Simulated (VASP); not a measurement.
# KF (I4/mmm) in VASP: further runs

The runs below take KF through single point, with LDA.

Everything below comes from runs of VASP 6.6.1. Logs are shortened: lines on timing, memory, paths and dates and some standing lists are left out, and cuts for length are marked.

### Step 1. The cell of the first run

It takes space group I4/mmm (No. 139, tetragonal). The conventional cell has a = 3.651 Å, b = 3.651 Å, c = 5.073 Å, α = 90.00°, β = 90.00°, γ = 90.00°. K (site symmetry 4/mmm) has 6 F at 2.54 to 2.58 Å within 3.3 Å. Within 3.3 Å of F (site symmetry 4/mmm) lie 6 K at 2.54 to 2.58 Å.

### Step 2. Single point, LDA (normal strain along x -0.0175, normal strain along z +0.0000)

Input file INCAR:

```
SYSTEM = KF
ALGO     = Normal         ! electronic algorithm
EDIFF    = 1E-7           ! SCF threshold, eV
ENCUT    = 520            ! plane-wave cutoff, eV
ISIF     = 2              ! what is computed and relaxed
ISMEAR   = 0              ! smearing method
LASPH    = .TRUE.         ! aspherical terms in the spheres
LCHARG   = .FALSE.        ! write CHGCAR
LREAL    = .FALSE.        ! projectors in reciprocal space
LWAVE    = .FALSE.        ! write WAVECAR
NBANDS   = 15             ! bands
NELM     = 100            ! most SCF steps
PREC     = Accurate       ! precision mode
SIGMA    = 0.05           ! smearing width, eV
```

Input file KPOINTS:

```
k-points
0
G
  8 8 8
  0 0 0
```

Input file POSCAR:

```
KF
1.0
    0.0000000000      2.5817196783      2.5817196783
    2.5365395839      0.0000000000      2.5817196783
    2.5365395839      2.5817196783      0.0000000000
K F
1 1
Direct
    0.0000000000      0.0000000000      0.0000000000
    0.5000000000      0.5000000000      0.5000000000
```

Potentials or basis: VASP PAW LDA potentials, release 64 (K_sv, F).

Launch:

```
$ cat potpaw_LDA.64/K_sv/POTCAR potpaw_LDA.64/F/POTCAR > POTCAR
$ mpirun -np 1 vasp_std > vasp.out
```

OUTCAR:

```text
SYSTEM = KF
   EDIFF = 1E-7
   ENCUT = 520
   ISIF = 2
   ISMEAR = 0
   LASPH = .TRUE.
   LREAL = .FALSE.
   NELM = 100
   PREC = Accurate

 ion  position               nearest neighbor table
   1  0.000  0.000  0.000-   2 2.54   2 2.54   2 2.58   2 2.58   2 2.58   2 2.58
   2  0.500  0.500  0.500-   1 2.54   1 2.54   1 2.58   1 2.58   1 2.58   1 2.58

  LATTYP: Found a body centered tetragonal cell.
 ALAT       =     3.6511029833
 C/A-ratio  =     1.3894648250

  Lattice vectors:

 A1 = (  -2.5365395839,   0.0000000000,  -2.5817196783)
 A2 = (  -2.5365395839,   0.0000000000,   2.5817196783)
 A3 = (   2.5365395839,   2.5817196783,   0.0000000000)

Analysis of symmetry for initial positions (statically):
=====================================================================
 Subroutine PRICEL returns:
 Original cell was already a primitive cell.

 Routine SETGRP: Setting up the symmetry group for a
 body centered tetragonal supercell.

 Subroutine GETGRP returns: Found 16 space group operations
 (whereof 16 operations were pure point group operations)
 out of a pool of 16 trial point group operations.

The static configuration has the point symmetry D_4h.

Analysis of symmetry for dynamics (positions and initial velocities):
=====================================================================
 Subroutine PRICEL returns:
 Original cell was already a primitive cell.

 Routine SETGRP: Setting up the symmetry group for a
 body centered tetragonal supercell.

 Subroutine GETGRP returns: Found 16 space group operations
 (whereof 16 operations were pure point group operations)
 out of a pool of 16 trial point group operations.

The dynamic configuration has the point symmetry D_4h.

 Subroutine INISYM returns: Found 16 space group operations
 (whereof 16 operations are pure point group operations),
 and found     1 'primitive' translations

----------------------------------------------------------------------------------------

                                     Primitive cell

  volume of cell :      33.8135

  direct lattice vectors                    reciprocal lattice vectors
     0.000000000  2.581719678  2.581719678    -0.197118942  0.193669361  0.193669361
     2.536539584  0.000000000  2.581719678     0.197118942 -0.193669361  0.193669361
     2.536539584  2.581719678  0.000000000     0.197118942  0.193669361 -0.193669361

  length of vectors
     3.651102983  3.619296832  3.619296832     0.337448544  0.337448544  0.337448544

  position of ions in fractional coordinates (direct lattice)
     0.000000000  0.000000000  0.000000000
     0.500000000  0.500000000  0.500000000

  ion indices of the primitive-cell ions
   primitive index   ion index
                 1           1
                 2           2

----------------------------------------------------------------------------------------

 KPOINTS: k-points

Automatic generation of k-mesh.
 Grid dimensions read from file:
 generate k-points for:    8    8    8

 Generating k-lattice:

  Cartesian coordinates                     Fractional coordinates (reciprocal lattice)
    -0.024639868  0.024208670  0.024208670     0.125000000 -0.000000000 -0.000000000
     0.024639868 -0.024208670  0.024208670     0.000000000  0.125000000  0.000000000
     0.024639868  0.024208670 -0.024208670     0.000000000  0.000000000  0.125000000

  Length of vectors
     0.042181068  0.042181068  0.042181068

  Shift w.r.t. Gamma in fractional coordinates (k-lattice)
     0.000000000  0.000000000  0.000000000

 Subroutine IBZKPT returns following result:
 ===========================================

 Found     59 irreducible k-points:

 Following reciprocal coordinates:
            Coordinates               Weight
  0.000000  0.000000  0.000000      1.000000
  0.125000  0.000000  0.000000      8.000000
  0.250000  0.000000  0.000000      8.000000
  0.375000  0.000000  0.000000      8.000000
  0.500000  0.000000  0.000000      4.000000
  0.125000  0.125000  0.000000      4.000000
[... 16 lines left out ...]
  0.250000  0.125000  0.125000      4.000000
  0.375000  0.125000  0.125000      8.000000
 [... further k-points ...]
   k-points           NKPTS =     59   k-points in BZ     NKDIM =     59   number of bands    NBANDS=     15
   number of dos      NEDOS =    301   number of ions     NIONS =      2
   total plane-waves  NPLWV =  21952
   dimension x,y,z NGX =    28 NGY =   28 NGZ =   28
   dimension x,y,z NGXF=    56 NGYF=   56 NGZF=   56
   ions per type =               1   1
   NGX,Y,Z   is equivalent  to a cutoff of  12.75, 12.86, 12.86 a.u.
   NGXF,Y,Z  is equivalent  to a cutoff of  25.50, 25.72, 25.72 a.u.
 SYSTEM =  KF
   PREC   = accura    normal or accurate (medium, high low for compatibility)
   ISTART =      0    job   : 0-new  1-cont  2-samecut
   ICHARG =      2    charge: 1-file 2-atom 10-const
   ISPIN  =      1    spin polarized calculation?
   LNONCOLLINEAR =      F non collinear calculations
   LSORBIT =      F    spin-orbit coupling
   LASPH  =      T    aspherical Exc in radial PAW
   ENCUT  =  520.0 eV  38.22 Ry    6.18 a.u.   6.79  6.73  6.73*2*pi/ulx,y,z
   NELM   =    100;   NELMIN=  2; NELMDL= -5     # of ELM steps
   EDIFF  = 0.1E-06   stopping-criterion for ELM
   LREAL  =      F    real-space projection
   EDIFFG = 0.1E-05   stopping-criterion for IOM
   NSW    =      0    number of steps for IOM
   IBRION =     -1    ionic relax: 0-MD 1-quasi-New 2-CG
   NFREE  =      0    steps in history (QN), initial steepest desc. (CG)
   ISIF   =      2    stress and relaxation
   ISYM   =      2    0-nonsym 1-usesym 2-fastsym
   POTIM  = 0.5000    time-step for ionic-motion
   TEBEG  =    0.0;   TEEND  =   0.0 temperature during run
   PSTRESS=    0.0 pullay stress
   NELECT =      16.0000    total number of electrons
   NUPDOWN=      -1.0000    fix difference up-down
   EMIN   =  10.00;   EMAX   =-10.00  energy-range for DOS
   EFERMI =   0.00;   METHOD = LEGACY
   ISMEAR =     0;   SIGMA  =   0.05  broadening in eV -4-tet -1-fermi 0-gaus
   EFERMI_NEDOS =   21; number of points for ismear=-14 and -15
   IALGO  =     38    algorithm
   IMIX   =      4    mixing-type and parameters
     AMIX     =   0.40;   BMIX     =  1.00
     AMIX_MAG =   1.60;   BMIX_MAG =  1.00
  volume/ion in A,a.u.               =      16.91       114.09
  Fermi-wavevector in a.u.,A,eV,Ry     =   1.275709  2.410740 22.142570  1.627433
  Thomas-Fermi vector in A             =   2.408406
   LORBIT       =      0    0 simple, 1 ext, 2 COOP (PROOUT), +10 PAW based schemes
   GGA     = CA    functional components
   LHFCALC =     F    Hartree Fock is set to
   AEXX    =    0.0000 exact exchange contribution
   IVDW    =     0    specifies the selected vdW correction
   LEPSILON=     F    determine dielectric tensor
   LRPA    =     F    only Hartree local field effects (RPA)
 non-spin polarized calculation
 Gauss-broadening in eV      SIGMA  =   0.05
  energy-cutoff  :      520.00
  volume of cell :       33.81
 maximum number of plane-waves:       930
   NGX = 13   NGY = 13   NGZ = 13

 number of electron      15.9999996 magnetization

 Free energy of the ion-electron system (eV)
  ---------------------------------------------------
  ext. energy  EPLUGINS =         0.00000000
  ---------------------------------------------------
  free energy    TOTEN  =        -9.06641503 eV

  energy without entropy =       -9.06641503  energy(sigma->0) =       -9.06641503

 E-fermi :  -2.5265     XC(G=0):  -9.6966

 val. band max:       -2.8363911005   @ k =   0.0000   0.0000   0.0000
 cond. band min:       3.5761650498   @ k =   0.0000   0.0000   0.0000
 fundamental gap:      6.4125561503
 Fermi energy:        -2.5265133480

 k-point     1 :       0.0000    0.0000    0.0000
  band No.  band energies     occupation
      1     -28.2124      2.00000
      2     -21.1465      2.00000
      3     -11.5716      2.00000
      4     -11.5633      2.00000
      5     -11.5633      2.00000
      6      -2.8831      2.00000
      7      -2.8831      2.00000
      8      -2.8364      2.00000
      9       3.5762      0.00000
     10       7.9126      0.00000
     11       7.9126      0.00000
     12       8.0323      0.00000
     13       9.7641      0.00000
     14       9.9656      0.00000
     15      14.2609      0.00000

 k-point     2 :       0.1250    0.0000    0.0000
  band No.  band energies     occupation
      1     -28.1861      2.00000
      2     -21.1739      2.00000
      3     -11.6205      2.00000
      4     -11.5730      2.00000
      5     -11.5722      2.00000
      6      -3.0495      2.00000
      7      -2.9551      2.00000
      8      -2.9269      2.00000
      9       4.0657      0.00000
     10       7.6614      0.00000
     11       8.1608      0.00000
     12       8.2386      0.00000
     13       9.9539      0.00000
     14      10.1546      0.00000
     15      15.1643      0.00000

 k-point     3 :       0.2500    0.0000    0.0000
  band No.  band energies     occupation
      1     -28.1216      2.00000
      2     -21.2420      2.00000
      3     -11.7506      2.00000
      4     -11.5934      2.00000
      5     -11.5830      2.00000
      6      -3.4224      2.00000
      7      -3.1242      2.00000
      8      -3.1108      2.00000
      9       5.2384      0.00000
     10       7.3253      0.00000
     11       8.7828      0.00000
     12       8.8572      0.00000
     13      10.5245      0.00000
     14      10.7069      0.00000
     15      16.6467      0.00000
[... 343 lines left out ...]
 k-point    23 :       0.2500    0.1250    0.1250
  band No.  band energies     occupation
      1     -28.1489      2.00000
      2     -21.2067      2.00000
      3     -11.6770      2.00000
      4     -11.6643      2.00000
      5     -11.5578      2.00000
      6      -3.3117      2.00000
      7      -3.1057      2.00000
      8      -2.8709      2.00000
      9       4.7567      0.00000
     10       7.2603      0.00000
     11       8.4162      0.00000
     12       8.8508      0.00000
     13      10.2512      0.00000
     14      10.3981      0.00000
     15      16.3001      0.00000

 k-point    24 :       0.3750    0.1250    0.1250
  band No.  band energies     occupation
      1     -28.0852      2.00000
      2     -21.2637      2.00000
      3     -11.8241      2.00000
      4     -11.7155      2.00000
      5     -11.5798      2.00000
      6      -3.5804      2.00000
      7      -3.2609      2.00000
      8      -2.9834      2.00000
      9       5.8761      0.00000
     10       7.1148      0.00000
     11       9.0650      0.00000
     12       9.3531      0.00000
     13      10.7787      0.00000
     14      11.2250      0.00000
     15      16.3615      0.00000

 [... further k-points ...]
[... 5 lines left out ...]
  --------------------------------------------------------------------------------------
  -------------------------------------------------------------------------------------
  Total        0.4647039      0.1135445      0.1135445      0.0000000      0.0000000      0.0000000
  in kB       22.0189763      5.3800578      5.3800578      0.0000000      0.0000000      0.0000000
  external PRESSURE =      10.9263640 kB  Pullay stress =       0.0000000 kB

 VOLUME and BASIS-vectors are now :
 -----------------------------------------------------------------------------
  energy-cutoff  :      520.00
  volume of cell :       33.81
      direct lattice vectors                 reciprocal lattice vectors
     0.000000000  2.581719678  2.581719678    -0.197118942  0.193669361  0.193669361
     2.536539584  0.000000000  2.581719678     0.197118942 -0.193669361  0.193669361
     2.536539584  2.581719678  0.000000000     0.197118942  0.193669361 -0.193669361

 POSITION                                       TOTAL-FORCE (eV/Angst)
 -----------------------------------------------------------------------------------
      0.00000      0.00000      0.00000         0.000000     -0.000000      0.000000
      2.53654      2.58172      2.58172         0.000000      0.000000     -0.000000
 -----------------------------------------------------------------------------------
    total drift:                                0.000000      0.000000      0.000000

  FREE ENERGIE OF THE ION-ELECTRON SYSTEM (eV)
  ---------------------------------------------------
  free  energy   TOTEN  =        -9.0664150338 eV

  energy  without entropy=       -9.0664150338  energy(sigma->0) =       -9.06641503
```

Run time: 42 s. Hardware: 1 thread of Intel Xeon 8259CL, shared host; peak memory 0.15 GiB.

What came out:

```yaml
Free_energy: -9.0664 eV
Pressure: 1.1 GPa
Band_gap_on_the_k_mesh: 6.41 eV
```

Stress tensor (GPa, compression positive):
```
2.20 0.00 0.00
0.00 0.54 0.00
0.00 0.00 0.54
```

Caveat: the cell differs from its parent crystal (normal strain along x -0.0175, normal strain along z +0.0000). A k mesh can miss the band edges.

### Step 3. Single point, LDA (normal strain along x +0.0175, normal strain along z +0.0000)

Input file INCAR:

```
SYSTEM = KF
  PREC = Accurate
  ENCUT = 520
  EDIFF = 1E-6
  ISMEAR = 0
  SIGMA = 0.05
  LREAL = .FALSE.
  LASPH = .TRUE.
  NELM = 100
  ALGO = Normal
  ISIF = 2
  LWAVE = .FALSE.
  LCHARG = .TRUE.
  LELF = .TRUE.
  LVHAR = .TRUE.
  NBANDS = 15
```

Input file KPOINTS:

```
regular mesh
0
G
  8 8 8
  0 0 0
```

Input file POSCAR:

```
KF
1.0
    0.0000000000      2.5817196783      2.5817196783
    2.6268997727      0.0000000000      2.5817196783
    2.6268997727      2.5817196783      0.0000000000
K F
1 1
Direct
    0.0000000000      0.0000000000      0.0000000000
    0.5000000000      0.5000000000      0.5000000000
```

Potentials or basis: VASP PAW LDA potentials, release 64 (K_sv, F).

Launch:

```
$ cat potpaw_LDA.64/K_sv/POTCAR potpaw_LDA.64/F/POTCAR > POTCAR
$ mpirun -np 1 vasp_std > vasp.out
```

It took 42 s on 1 thread of Intel Xeon 8259CL, shared host; peak memory 0.16 GiB.

Results (log left out):

```yaml
Free_energy: -9.0700 eV
Pressure: -0.5 GPa
Band_gap_on_the_k_mesh: 6.23 eV
```

Stress tensor (GPa, compression positive):
```
-1.35  0.00  0.00
 0.00 -0.08  0.00
 0.00  0.00 -0.08
```

Levels at points of the mesh, in eV from the valence-band top:
```csv
k point,band 4,band 5,band 6,band 7,band 8,band 9,band 10,band 11,band 12,band 13
"(0.00, 0.00, 0.00)",-8.83,-8.82,-0.04,0.00,0.00,6.23,10.65,10.76,10.76,12.49
"(0.50, 0.00, 0.00)",-8.88,-8.86,-0.96,-0.46,-0.46,9.12,10.84,12.30,12.42,14.86
"(0.50, 0.50, 0.00)",-9.15,-9.12,-0.15,-0.07,-0.03,7.91,10.59,12.12,14.03,14.72
"(0.00, 0.50, 0.50)",-9.11,-9.11,-0.20,-0.03,-0.03,7.97,10.59,11.96,14.03,14.80
```

Caveat: the cell differs from its parent crystal (normal strain along x +0.0175, normal strain along z +0.0000).

### Step 4. Single point, LDA (normal strain along x +0.0350, normal strain along z +0.0000)

Input file INCAR:

```
  PREC = Accurate
  ENCUT = 520
  EDIFF = 1E-6
  ISMEAR = 0
  SIGMA = 0.05
  LREAL = F
  LASPH = T
  NELM = 60
  ALGO = Normal
  ISIF = 2
  LWAVE = F
  LCHARG = F
  NBANDS = 15
```

Input file KPOINTS:

```
regular mesh
0
Gamma
  8 8 8
```

Input file POSCAR:

```
KF
1.0
    0.0000000000      2.5817196783      2.5817196783
    2.6720798670      0.0000000000      2.5817196783
    2.6720798670      2.5817196783      0.0000000000
K F
1 1
Direct
    0.0000000000      0.0000000000      0.0000000000
    0.5000000000      0.5000000000      0.5000000000
```

Launch:

```
$ cat potpaw_LDA.64/K_sv/POTCAR potpaw_LDA.64/F/POTCAR > POTCAR
$ mpirun -np 1 vasp_std > vasp.out
```

Wall time 41 s (1 thread of Intel Xeon 8259CL, shared host); peak memory 0.16 GiB.

The run converged. Its results:

```yaml
Free_energy: -9.0633 eV
Pressure: -1.1 GPa
Band_gap_on_the_k_mesh: 6.12 eV
```

Stress tensor (GPa, compression positive):
```
-2.56  0.00  0.00
 0.00 -0.36  0.00
 0.00  0.00 -0.36
```

Levels at points of the mesh, in eV from the valence-band top:
```tsv
k point	band 6	band 7	band 8	band 9	band 10	band 11
(0.00, 0.00, 0.00)	-0.07	0.00	0.00	6.12	10.52	10.75
(0.50, 0.00, 0.00)	-0.95	-0.46	-0.45	9.03	10.70	12.16
(0.50, 0.50, 0.00)	-0.15	-0.11	-0.03	7.88	10.49	12.02
(0.00, 0.50, 0.50)	-0.26	-0.03	-0.03	8.00	10.48	11.71
```

Caveat: the cell differs from its parent crystal (normal strain along x +0.0350, normal strain along z +0.0000). A k mesh can miss the band edges.

### Step 5. Single point, LDA (normal strain along x +0.0525, normal strain along z +0.0000)

Input file INCAR:

```
PREC = Accurate
ENCUT = 520
EDIFF = 1E-7
ISMEAR = 0
SIGMA = 0.05
LREAL = False
LASPH = True
NELM = 80
ALGO = Normal
ISIF = 2
LWAVE = False
LCHARG = False
NBANDS = 15
```

Input file KPOINTS:

```
Automatic mesh
0
Gamma
  8 8 8
```

Input file POSCAR:

```
KF
1.0
    0.0000000000      2.5817196783      2.5817196783
    2.7172599614      0.0000000000      2.5817196783
    2.7172599614      2.5817196783      0.0000000000
K F
1 1
Direct
    0.0000000000      0.0000000000      0.0000000000
    0.5000000000      0.5000000000      0.5000000000
```

Launch:

```
$ cat potpaw_LDA.64/K_sv/POTCAR potpaw_LDA.64/F/POTCAR > POTCAR
$ mpirun -np 1 vasp_std > vasp.out
```

Run time: 43 s. Hardware: 1 thread of Intel Xeon 8259CL, shared host; peak memory 0.16 GiB.

It converged, with:

```yaml
Free_energy: -9.0526 eV
Pressure: -1.6 GPa
Band_gap_on_the_k_mesh: 6.01 eV
```

Stress tensor (GPa, compression positive):
```
-3.48  0.00  0.00
 0.00 -0.62  0.00
 0.00  0.00 -0.62
```

Levels at points of the mesh, in eV from the valence-band top:
```tsv
k point	band 5	band 6	band 7	band 8	band 9	band 10	band 11	band 12
(0.00, 0.00, 0.00)	-8.95	-0.09	0.00	0.00	6.01	10.41	10.74	10.74
(0.50, 0.00, 0.00)	-8.96	-0.94	-0.46	-0.45	8.95	10.56	12.04	12.36
(0.50, 0.50, 0.00)	-9.20	-0.16	-0.14	-0.03	7.85	10.39	11.92	13.82
(0.00, 0.50, 0.50)	-9.18	-0.31	-0.04	-0.04	8.03	10.38	11.46	13.86
```

Caveat: the cell differs from its parent crystal (normal strain along x +0.0525, normal strain along z +0.0000).

### Step 6. Overview

```tsv
cell	gap on the mesh (eV)	pressure (GPa)
a = 3.651, b = 3.619, c = 3.619 Å, angles 60.6, 59.7, 59.7°, 2 atoms	6.41	1.1
a = 3.651, b = 3.683, c = 3.683 Å, angles 59.4, 60.3, 60.3°, 2 atoms	6.23	-0.5
a = 3.651, b = 3.716, c = 3.716 Å, angles 58.9, 60.6, 60.6°, 2 atoms	6.12	-1.1
a = 3.651, b = 3.748, c = 3.748 Å, angles 58.3, 60.9, 60.9°, 2 atoms	6.01	-1.6
```

Alike in all rows: task single point; level LDA; potentials or basis VASP PAW LDA potentials, release 64 (K_sv, F); no spin polarisation; k mesh 8 × 8 × 8; cutoff (eV) 520; smearing gaussian 0.05 eV.

Total energies depend on the potentials used, so only differences within one code and one set of settings carry meaning.
